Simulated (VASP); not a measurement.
# CoPdO2 (R-3m) in VASP: further runs, part 2 of 2

VASP 6.6.1.

## 3. Single point, PBE, collinear spin, ferromagnetic start

File INCAR:

```
SYSTEM = CoPdO2
  PREC = Accurate
  ENCUT = 520
  EDIFF = 1E-6
  ISMEAR = 0
  SIGMA = 0.028000000000000004
  LREAL = .False.
  LASPH = .True.
  NELM = 150
  ALGO = Normal
  ISIF = 2
  LWAVE = .False.
  LCHARG = .False.
  ISPIN = 2
  MAGMOM = 0 2 0 0
  LORBIT = 11
  LMAXMIX = 4
  GGA = PE
  NBANDS = 28
```

File KPOINTS:

```
Automatic mesh
0
Gamma
  11 11 11
  0 0 0
```

File POSCAR:

```
CoPdO2
1.0
    1.4316899074      0.8265865534      5.9577715763
   -1.4316899074      0.8265865534      5.9577715763
    0.0000000000     -1.6531731068      5.9577715763
Pd Co O
1 1 2
Direct
    0.0000000000      0.0000000000      0.0000000000
    0.5000000000      0.5000000000      0.5000000000
    0.1124760000      0.1124760000      0.1124760000
    0.8875240000      0.8875240000      0.8875240000
```

Potentials or basis: VASP PAW PBE potentials, release 64 (Pd, Co, O).

Command:

```bash
$ cat potpaw_PBE.64/Pd/POTCAR potpaw_PBE.64/Co/POTCAR potpaw_PBE.64/O/POTCAR > POTCAR
$ mpirun -np 1 vasp_std > vasp.out
```

OUTCAR:

```text
SYSTEM = CoPdO2
   PREC = Accurate
   ENCUT = 520
   EDIFF = 1E-6
   ISMEAR = 0
   LREAL = .False.
   LASPH = .True.
   NELM = 150
   ISIF = 2
   ISPIN = 2
   LORBIT = 11
   GGA = PE

 ion  position               nearest neighbor table
   1  0.000  0.000  0.000-   3 2.01   4 2.01
   2  0.500  0.500  0.500-   3 1.92   4 1.92   3 1.92   3 1.92   4 1.92   4 1.92
   3  0.112  0.112  0.112-   2 1.92   2 1.92   2 1.92   1 2.01
   4  0.888  0.888  0.888-   2 1.92   2 1.92   2 1.92   1 2.01

  LATTYP: Found a trigonal (rhomboedric) cell.
 ALAT       =     6.1828814865
 COS(alpha) =     0.8927626487

  Lattice vectors:

 A1 = (   1.4316899074,   0.8265865534,   5.9577715763)
 A2 = (  -1.4316899074,   0.8265865534,   5.9577715763)
 A3 = (   0.0000000000,  -1.6531731068,   5.9577715763)

Analysis of symmetry for initial positions (statically):
=====================================================================
 Subroutine PRICEL returns:
 Original cell was already a primitive cell.

 Routine SETGRP: Setting up the symmetry group for a
 trigonal (rhombohedral) supercell.

 Subroutine GETGRP returns: Found 12 space group operations
 (whereof 12 operations were pure point group operations)
 out of a pool of 12 trial point group operations.

The static configuration has the point symmetry D_3d.

Analysis of symmetry for dynamics (positions and initial velocities):
=====================================================================
 Subroutine PRICEL returns:
 Original cell was already a primitive cell.

 Routine SETGRP: Setting up the symmetry group for a
 trigonal (rhombohedral) supercell.

 Subroutine GETGRP returns: Found 12 space group operations
 (whereof 12 operations were pure point group operations)
 out of a pool of 12 trial point group operations.

The dynamic configuration has the point symmetry D_3d.

Analysis of structural, dynamic, and magnetic symmetry:
=====================================================================
 Subroutine PRICEL returns:
[... 167 lines left out ...]
 cond. band min:       7.5430510235   @ k =   0.4545   0.4545  -0.0000
 fundamental gap:      0.3515973518
 Fermi energy:         7.2031841599

 spin component 1

 k-point     1 :       0.0000    0.0000    0.0000
  band No.  band energies     occupation
      1     -13.3086      1.00000
      2     -11.4948      1.00000
      3      -0.8863      1.00000
      4       1.5282      1.00000
      5       1.5282      1.00000
      6       2.5669      1.00000
[... 709 lines left out ...]
     26      25.2754      0.00000
     27      25.8948      0.00000

 [... further k-points ...]

 spin component 2

 k-point     1 :       0.0000    0.0000    0.0000
  band No.  band energies     occupation
      1     -13.3086      1.00000
      2     -11.4948      1.00000
      3      -0.8863      1.00000
      4       1.5282      1.00000
      5       1.5282      1.00000
      6       2.5668      1.00000
[... 709 lines left out ...]
     26      25.2754      0.00000
     27      25.8947      0.00000

 [... further k-points ...]

 [bands above 27 left out]

------------------------ aborting loop because EDIFF is reached ----------------------------------------

  FORCE on cell =-STRESS in cart. coord.  units (eV):
  Direction    XX          YY          ZZ          XY          YZ          ZX
  --------------------------------------------------------------------------------------
  -------------------------------------------------------------------------------------
  Total       -0.2458295     -0.2458295     -0.3559105      0.0000000      0.0000000     -0.0000000
  in kB       -9.3104830     -9.3104830    -13.4796625      0.0000000      0.0000000     -0.0000000
  external PRESSURE =     -10.7002095 kB  Pullay stress =       0.0000000 kB

 VOLUME and BASIS-vectors are now :
 -----------------------------------------------------------------------------
  energy-cutoff  :      520.00
  volume of cell :       42.30
      direct lattice vectors                 reciprocal lattice vectors
     1.431689907  0.826586553  5.957771576     0.349237637  0.201632444  0.055949331
    -1.431689907  0.826586553  5.957771576    -0.349237637  0.201632444  0.055949331
     0.000000000 -1.653173107  5.957771576     0.000000000 -0.403264887  0.055949331

 POSITION                                       TOTAL-FORCE (eV/Angst)
 -----------------------------------------------------------------------------------
      0.00000      0.00000      0.00000        -0.000000      0.000000     -0.000000
      0.00000      0.00000      8.93666         0.000000      0.000000      0.000000
      0.00000      0.00000      2.01032        -0.000000      0.000000      0.096368
      0.00000      0.00000     15.86300        -0.000000     -0.000000     -0.096368
 -----------------------------------------------------------------------------------
    total drift:                                0.000000      0.000000     -0.000000

  FREE ENERGIE OF THE ION-ELECTRON SYSTEM (eV)
  ---------------------------------------------------
  free  energy   TOTEN  =       -25.6114993997 eV

  energy  without entropy=      -25.6112578734  energy(sigma->0) =      -25.61137864

 total charge

# of ion       s       p       d       tot
------------------------------------------
    1        0.466   0.446   8.441   9.354
    2        0.419   0.634   7.305   8.358
    3        1.559   3.429   0.000   4.988
    4        1.559   3.429   0.000   4.988
--------------------------------------------------
tot          4.004   7.937  15.746  27.688

 magnetization (x)

# of ion       s       p       d       tot
------------------------------------------
    1       -0.000  -0.000   0.000   0.000
    2       -0.000   0.000   0.000   0.000
    3       -0.000  -0.000   0.000  -0.000
    4       -0.000  -0.000   0.000  -0.000
--------------------------------------------------
tot         -0.000  -0.000   0.000   0.000
```

OSZICAR:

```text
N       E                     dE             d eps       ncg     rms          rms(c)
DAV:   1     0.242582180867E+03    0.24258E+03   -0.14330E+04 16456   0.121E+03
DAV:   2    -0.121994955532E+02   -0.25478E+03   -0.22697E+03 17028   0.310E+02
DAV:   3    -0.308912305511E+02   -0.18692E+02   -0.17938E+02 18876   0.919E+01
DAV:   4    -0.311759999186E+02   -0.28477E+00   -0.28416E+00 18584   0.112E+01
DAV:   5    -0.311829874222E+02   -0.69875E-02   -0.69866E-02 20860   0.176E+00    0.292E+01
DAV:   6    -0.590964456298E+02   -0.27913E+02   -0.17154E+02 19680   0.134E+02    0.766E+01
DAV:   7    -0.317748067661E+02    0.27322E+02   -0.21786E+01 21804   0.658E+01    0.289E+01
DAV:   8    -0.259870324333E+02    0.57878E+01   -0.11194E+01 19584   0.939E+01    0.102E+01
DAV:   9    -0.258726592843E+02    0.11437E+00   -0.28808E+00 19656   0.127E+01    0.683E+00
DAV:  10    -0.255942651710E+02    0.27839E+00   -0.36413E-01 22796   0.100E+01    0.256E+00
DAV:  11    -0.256095424904E+02   -0.15277E-01   -0.11306E-01 19308   0.260E+00    0.130E+00
DAV:  12    -0.256110251031E+02   -0.14826E-02   -0.83592E-03 22848   0.115E+00    0.520E-01
DAV:  13    -0.256115479705E+02   -0.52287E-03   -0.18055E-03 21136   0.629E-01    0.151E-01
DAV:  14    -0.256115218762E+02    0.26094E-04   -0.35886E-04 20680   0.157E-01    0.801E-02
DAV:  15    -0.256115027874E+02    0.19089E-04   -0.12089E-04 24612   0.153E-01    0.365E-02
DAV:  16    -0.256115031894E+02   -0.40199E-06   -0.16462E-05 18536   0.319E-02    0.217E-02
DAV:  17    -0.256114996482E+02    0.35412E-05   -0.28518E-06 18324   0.325E-02    0.584E-03
DAV:  18    -0.256114993997E+02    0.24850E-06   -0.11294E-06 10108   0.116E-02
   1 F= -.25611499E+02 E0= -.25611379E+02  d E =-.241526E-03  mag=    -0.0000
```

stdout:

```text
POSCAR found type information on POSCAR PdCoO
 POSCAR found :  3 types and       4 ions
 scaLAPACK will be used
 LDA part: xc-table for (Slater+PW92), standard interpolation
 POSCAR, INCAR and KPOINTS ok, starting setup
 FFT: planning ... GRIDC
 FFT: planning ... GRID_SOFT
 FFT: planning ... GRID
 WAVECAR not read
 entering main loop
```

It took 13 min on 1 thread of Intel Xeon 6975P-C (Granite Rapids), shared host; peak memory 0.6 GiB.

What came out:

```yaml
Free_energy: -25.6115 eV
Pressure: -1.1 GPa
Largest_force: 0.096 eV/Å
Net_moment: 0.00 μB per cell
Valence_electrons_inside_the_program's_atomic_spheres: Pd 9.35; Co 8.36; O 4.99
```

Forces in eV/Å, atoms in the order of the input:
```
Pd   0.000  0.000  0.000
Co   0.000  0.000  0.000
O    0.000  0.000  0.096
O    0.000  0.000 -0.096
```

Stress tensor (GPa, compression positive):
```
-0.93  0.00  0.00
 0.00 -0.93  0.00
 0.00  0.00 -1.35
```

Caveat: semilocal functionals often make such compounds metallic where correlation or magnetic order opens a gap, which also shifts bond lengths.

## 4. Single point, PBE, collinear spin, ferromagnetic start

File INCAR:

```
SYSTEM = CoPdO2
  ALGO = Normal
  EDIFF = 1E-6
  ENCUT = 520
  GGA = PE
  ISIF = 2
  ISMEAR = 0
  ISPIN = 2
  LASPH = .TRUE.
  LCHARG = .TRUE.
  LELF = .TRUE.
  LMAXMIX = 4
  LORBIT = 11
  LREAL = .FALSE.
  LVHAR = .TRUE.
  LWAVE = .FALSE.
  MAGMOM = 0 2 0 0
  NBANDS = 28
  NELM = 150
  PREC = Accurate
  SIGMA = 0.013000000000000001
```

File KPOINTS:

```
k-points
0
G
  11 11 11
  0 0 0
```

POSCAR is that of step 3.

Command:

```bash
$ cat potpaw_PBE.64/Pd/POTCAR potpaw_PBE.64/Co/POTCAR potpaw_PBE.64/O/POTCAR > POTCAR
$ mpirun -np 1 vasp_std > vasp.out
```

Wall time 12 min (1 thread of Intel Xeon 6975P-C (Granite Rapids), shared host); peak memory 0.59 GiB.

The run converged. Its results:

| Item | Value |
| --- | --- |
| Free energy | -25.6114 eV |
| Pressure | -1.1 GPa |
| Largest force | 0.096 eV/Å |
| Net moment | 0.00 μB per cell |
| Valence electrons inside the program's atomic spheres | Pd 9.35; Co 8.36; O 4.99 |

Forces in eV/Å, atoms in the order of the input:
```
Pd   0.000  0.000  0.000
Co   0.000  0.000  0.000
O    0.000  0.000  0.096
O    0.000  0.000 -0.096
```

Stress tensor (GPa, compression positive):
```
-0.93  0.00  0.00
 0.00 -0.93  0.00
 0.00  0.00 -1.35
```

Levels at points of the mesh, in eV from the Fermi level:
Spin up:
```csv
k point,band 14,band 15,band 16,band 17,band 18,band 19
"(0.00, 0.00, 0.00)",-1.16,-1.16,-0.72,2.28,2.28,3.12
```
Spin down:
```
           k point  band 12  band 13  band 14  band 15  band 16  band 17  band 18  band 19  band 20  band 21
(0.00, 0.00, 0.00)    -1.40    -1.40    -1.16    -1.16    -0.72     2.28     2.28     3.12     6.69     9.48
```

Caveat: semilocal functionals often make such compounds metallic where correlation or magnetic order opens a gap, which also shifts bond lengths. With open d or f shells a metallic result of PBE can be an artefact of self-interaction; +U or a hybrid may open a gap.

## 5. For comparison

An earlier run on the cell of the first run above: functional PBEsol; potentials or basis VASP PAW PBE potentials, release 64 (Pd, Co, O); cutoff 520 eV; k mesh 11 × 11 × 11; occupations fermi-dirac, width 0.05 eV; collinear spin, ferromagnetic start; starting moments [0.0, 2.0, 0.0, 0.0] μB.

- Pressure: -10.7 GPa
- Largest force: 0.194 eV/Å
- Net moment: 0.00 μB per cell
- Valence electrons inside the program's atomic spheres: Pd 9.34; Co 8.38; O 4.96
